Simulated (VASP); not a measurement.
Set up this calculation in VASP 6.6.1, as the native input.

- Task: single point
- Functional: LDA
- Potentials or basis: VASP PAW LDA potentials, release 64 (Al, Ga_d, N)
- Cutoff: 520 eV
- k mesh: 6 × 6 × 6
- Occupations: gaussian, width 0.05 eV
- Spin: no spin polarisation
- Dipole correction: no
- Further INCAR settings: ALGO = Normal; EDIFF = 1e-06; NBANDS = 41

The structure of AlGa3N4 lies in POSCAR:

```
AlGa3N4
1.0
    4.4710196873     -0.1549363258     -0.1549363258
   -0.1549363258      4.4710196873     -0.1549363258
   -0.1549363258     -0.1549363258      4.4710196873
Al Ga N
1 3 4
Direct
    0.0000000000      0.0000000000      0.0000000000
    0.5000000000      0.5000000000      0.0000000000
    0.5000000000      0.0000000000      0.5000000000
    0.0000000000      0.5000000000      0.5000000000
    0.7548078379      0.7548078379      0.2451921621
    0.7548078379      0.2451921621      0.7548078379
    0.2451921621      0.7548078379      0.7548078379
    0.2451921621      0.2451921621      0.2451921621
```

These files were run (other wordings do the same):

INCAR

```
SYSTEM = AlGa3N4
PREC = Accurate ; ENCUT = 520
EDIFF = 1E-6 ; ISMEAR = 0
SIGMA = 0.05 ; LREAL = .FALSE.
LASPH = .TRUE. ; NELM = 80
ALGO = Normal ; ISIF = 2
LWAVE = .FALSE. ; LCHARG = .TRUE.
LELF = .TRUE. ; LVHAR = .TRUE.
NBANDS = 41
```

KPOINTS

```
regular mesh
0
G
  6 6 6
  0 0 0
```

Potentials or basis: VASP PAW LDA potentials, release 64 (Al, Ga_d, N).

Run with:

```sh
$ cat potpaw_LDA.64/Al/POTCAR potpaw_LDA.64/Ga_d/POTCAR potpaw_LDA.64/N/POTCAR > POTCAR
$ mpirun -np 1 vasp_std > vasp.out
```

Results of the run:

```json
{
  "Pressure": "-0.8 GPa",
  "Largest force": "1.666 eV/Å",
  "Band gap on the k mesh": "1.96 eV"
}
```

Caveat: forces of over 1 eV/Å act on the atoms, so gaps and moduli don't describe the material at rest.

Run time: 3.7 min on 1 thread of Intel Xeon 8259CL, on a shared host, peak memory 0.23 GiB.
